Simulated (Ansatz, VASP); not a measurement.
**Two plane-wave programs on Ru**

Contents of POSCAR:

```
Ru
1.0
    2.7058000000      0.0000000000      0.0000000000
   -1.3529000000      2.3432915376      0.0000000000
    0.0000000000      0.0000000000      4.2819000000
Ru
2
Direct
    0.6666666667      0.3333333333      0.7500000000
    0.3333333333      0.6666666667      0.2500000000
```

File INCAR.step1:

```
  ALGO = Normal
  EDIFF = 1E-5
  ENCUT = 520
  GGA = PE
  ISIF = 2
  ISMEAR = -1
  LASPH = T
  LREAL = F
  LWAVE = T
  NBANDS = 21
  NELM = 100
  PREC = Accurate
  SIGMA = 0.05
```

File INCAR.step2:

```
  AEXX = 0.25
  ALGO = Normal
  EDIFF = 1E-7
  ENCUT = 520
  ISIF = 2
  ISMEAR = -1
  ISTART = 1
  LASPH = T
  LCHARG = T
  LELF = T
  LHFCALC = T
  LMIXTAU = T
  LREAL = F
  LVHAR = T
  LWAVE = F
  METAGGA = R2SCAN
  NBANDS = 21
  NELM = 100
  PREC = Accurate
  PRECFOCK = Normal
  SIGMA = 0.05
```

KPOINTS

```
k-points
0
Gamma
  6 6 3
```

Contents of input.yaml:

```yaml
crystal:
  lattice:
    - [2.7058, 0.0, 0.0]
    - [-1.3529, 2.3432915376, 0.0]
    - [0.0, 0.0, 4.2819]
  atoms:
    - { symbol: Ru, position: [0.6666666667, 0.3333333333, 0.75] }
    - { symbol: Ru, position: [0.3333333333, 0.6666666667, 0.25] }
hamiltonian:
  xc: r2scan0
  pseudopotentials: { kind: paw }
kpoints:
  mp_grid: { grid: [6, 6, 3] }
scf:
  occupations: { method: fermi_dirac, width: 0.05 }
output:
  forces: true
  stress: true
  eigenvalues: true
```

Alike in both runs: task single point; functional r2SCAN0; k mesh 6 × 6 × 3; occupations fermi-dirac, width 0.05 eV; no spin polarisation.

|  | VASP | Ansatz |
| --- | --- | --- |
| version | VASP 6.6.1 | Ansatz 0.2.0 |
| potentials or method | VASP PAW PBE potentials, release 64 (Ru_pv) | Ansatz PAW |
| plane-wave cutoff (eV) | 520 | 500 |
| valence electrons in the cell | 28 | 32 |

```csv
,VASP,Ansatz,Ansatz less VASP
gap on the k mesh at the Fermi level (eV),none,none,-
pressure (GPa),-11.7,-12.7,-1.01
"traceless stress, the component that is largest in VASP (GPa)",-6.42,-5.29,+1.133
```

VASP's potentials were made for PBE, not for r2SCAN0. A gap of «none» marks a metal or a gap that the smearing closes. With one functional, cell and mesh, what is left measures potentials, basis and numerics. VASP's potentials hold 28 valence electrons a cell and Ansatz's 32, so a difference there can come from the potentials and not from the codes.

The k mesh is coarse, so the values compare programs but aren't converged.
